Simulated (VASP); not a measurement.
MnO: relaxation of cell and atoms with PBE

MnO:

```
Mn O
1.0
     0.00000    2.24228    2.24228
     2.24228    0.00000    2.24228
     2.24228    2.24228    0.00000
Mn O
1 1
Direct
  0.00000 0.00000 0.00000
  0.50000 0.50000 0.50000
```

```
Program                : VASP 6.6.1
Task                   : relaxation of cell and atoms
Functional             : PBE
Potentials or basis    : VASP PAW PBE potentials, release 64 (Mn_pv, O)
Cutoff                 : 600 eV
k mesh                 : 16 × 16 × 16
Occupations            : gaussian, width 0.1 eV
Spin                   : collinear spin, ferromagnetic start
Starting moments       : [4.44, 0.25] μB
Target pressure        : -3 GPa
Dipole correction      : no
Further INCAR settings : ALGO = Normal; EDIFF = 1e-06; IBRION = 2; EDIFFG = -0.008; NSW = 70; ISIF = 3
```

The pressure after relaxing is -3.0 GPa, the net moment is 4.83 μB per cell and the site moments are Mn +4.38; O +0.20 μB. The valence electrons inside the program's atomic spheres are Mn 11.33; O 4.96.

Final structure:
```
CELL_PARAMETERS angstrom
0.00000 2.24228 2.24228
2.24228 0.00000 2.24228
2.24228 2.24228 0.00000
ATOMIC_POSITIONS crystal
Mn 0.00000 0.00000 0.00000
O 0.50000 0.50000 0.50000
```

Levels at points of the mesh, in eV from the Fermi level:
Spin up:
```
           k point  band 10  band 11  band 12  band 13  band 14  band 15
(0.00, 0.00, 0.00)    -3.18    -2.67    -2.67    -0.60    13.92    16.14
(0.50, 0.00, 0.00)    -1.89     0.15     0.15     3.45     7.54    11.73
(0.50, 0.50, 0.00)    -2.07    -2.07    -1.96     4.86     7.70    10.29
```
Spin down:
```tsv
k point	band 3	band 4	band 5	band 6	band 7	band 8	band 9	band 10	band 11	band 12
(0.00, 0.00, 0.00)	-45.66	-19.58	-3.21	-3.21	-3.21	0.73	0.83	0.83	0.83	1.43
(0.50, 0.00, 0.00)	-45.67	-18.68	-7.12	-4.64	-4.64	1.96	2.01	2.01	3.61	3.61
(0.50, 0.50, 0.00)	-45.69	-18.70	-6.20	-4.17	-4.17	-0.68	1.99	2.15	2.43	2.43
```

It took 3.7 min on 1 thread of Oxide Virtual Turin-like Processor, on a shared host, peak memory 0.21 GiB.

Caveat: the relaxation stopped at its first step, so nothing moved; the cell is relaxed towards a set pressure, so the run minimises the enthalpy, not the energy; a cell with one magnetic atom can't hold antiferromagnetic order, which such compounds often take; semilocal functionals often make such compounds metallic where correlation or magnetic order opens a gap, which also shifts bond lengths. With open d or f shells a metallic result of PBE can be an artefact of self-interaction; +U or a hybrid may open a gap.
